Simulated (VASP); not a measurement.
Ru: single point with LDA

The system is Ru.

```
CELL_PARAMETERS angstrom
2.64134 0.00000 0.00000
-1.32067 2.28746 0.00000
0.00000 0.00000 4.17460
ATOMIC_POSITIONS crystal
Ru 0.33333 0.66667 0.25000
Ru 0.66667 0.33333 0.75000
```

```json
{"Program": "VASP 6.6.1", "Task": "single point", "Functional": "LDA", "Potentials or basis": "VASP PAW LDA potentials, release 64 (Ru_sv)", "Cutoff": "560 eV", "k mesh": "20 × 20 × 12", "Occupations": "fermi-dirac, width 0.1 eV", "Spin": "no spin polarisation"}
```

```yaml
Pressure: 15.6 GPa
Band_gap_on_the_k_mesh: zero (bands 16 and 17 overlap by 3.66 eV)
```

Levels at points of the mesh, in eV from the Fermi level:
| k point | band 13 | band 14 | band 15 | band 16 | band 17 | band 18 | band 19 | band 20 |
| --- | --- | --- | --- | --- | --- | --- | --- | --- |
| (0.00, 0.00, 0.00) | -2.74 | -2.18 | -2.18 | -1.60 | -1.60 | 1.30 | 1.30 | 1.39 |
| (0.50, 0.00, 0.00) | -2.31 | -1.95 | -1.70 | 1.59 | 2.07 | 2.17 | 4.48 | 6.65 |
| (0.00, 0.00, 0.50) | -3.14 | -3.14 | -2.98 | -2.98 | 0.60 | 0.60 | 0.60 | 0.60 |
| (0.50, 0.00, 0.50) | -1.22 | -1.22 | 0.48 | 0.48 | 1.88 | 1.88 | 3.68 | 3.68 |

Wall time 75 s on 1 thread of Intel(R) Xeon(R) Platinum 8559C (Emerald Rapids), with other jobs on the host, peak memory 0.25 GiB.

Caveat: the cell stands under pressure.
